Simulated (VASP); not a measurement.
**InAs: single point with LDA**

The system is InAs.

```
In As
1.0
     0.00000    2.91517    2.91517
     2.91517    0.00000    2.91517
     2.91517    2.91517    0.00000
In As
1 1
Direct
  0.50000 0.50000 0.50000
  0.00000 0.00000 0.00000
```

```
Program             : VASP 6.6.1
Task                : single point
Functional          : LDA
Potentials or basis : VASP PAW LDA potentials, release 64 (In_d, As)
Cutoff              : 520 eV
k mesh              : 8 × 8 × 8
Occupations         : fermi-dirac, width 0.05 eV
Spin                : no spin polarisation
```

```
Pressure               : -6.8 GPa
Band gap on the k mesh : zero (band 9 reaches 5.67 eV, above the bottom of band 10 at 3.22 eV)
```

Levels at points of the mesh, in eV from the Fermi level:
```tsv
k point	band 6	band 7	band 8	band 9	band 10	band 11	band 12	band 13
(0.00, 0.00, 0.00)	-11.87	-1.08	-0.19	-0.19	-0.19	7.17	7.17	7.17
(0.50, 0.00, 0.00)	-10.33	-6.35	0.19	0.19	2.02	3.21	3.21	4.05
(0.50, 0.50, 0.00)	-9.55	-4.46	-3.07	-2.11	-2.11	3.97	8.74	8.74
```

Run time: 47 s on 1 thread of AMD EPYC 7R13 (shared host), peak memory 0.13 GiB.

Caveat: spin-orbit coupling is left out, which moves the levels of the heavy elements.
